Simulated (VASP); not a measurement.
A run of VASP 6.6.1:

File INCAR:

```
  PREC = Accurate
  ENCUT = 520
  EDIFF = 1E-6
  ISMEAR = 0
  SIGMA = 0.05
  LREAL = F
  LASPH = T
  NELM = 100
  ALGO = Normal
  ISIF = 2
  LWAVE = F
  LCHARG = F
  GGA = PS
  NBANDS = 24
```

The input KPOINTS:

```
Automatic mesh
0
Gamma
  12 12 12
```

The input POSCAR:

```
Hf2H2Pd
1.0
   -1.6204483912      1.6204483912      6.0309164560
    1.6204483912     -1.6204483912      6.0309164560
    1.6204483912      1.6204483912     -6.0309164560
H Hf Pd
2 2 1
Direct
    0.7500000000      0.2500000000      0.5000000000
    0.2500000000      0.7500000000      0.5000000000
    0.6413650000      0.6413650000      0.0000000000
    0.3586350000      0.3586350000      0.0000000000
    0.0000000000      0.0000000000      0.0000000000
```

Potentials or basis: VASP PAW PBE potentials, release 64 (H, Hf_pv, Pd).

Launch:

```bash
$ cat potpaw_PBE.64/H/POTCAR potpaw_PBE.64/Hf_pv/POTCAR potpaw_PBE.64/Pd/POTCAR > POTCAR
$ mpirun -np 1 vasp_std > vasp.out
```

Hardware: 1 thread of Intel(R) Xeon(R) Platinum 8124M CPU @ 3.00GHz (Skylake/Cascade Lake) (shared host).

Task: How long does it take, and how much memory?

Result: Wall time 6.8 min on 1 thread of Intel(R) Xeon(R) Platinum 8124M CPU @ 3.00GHz (Skylake/Cascade Lake), on a shared host, peak memory 0.49 GiB. Counts: scf iterations 14, k points 163.
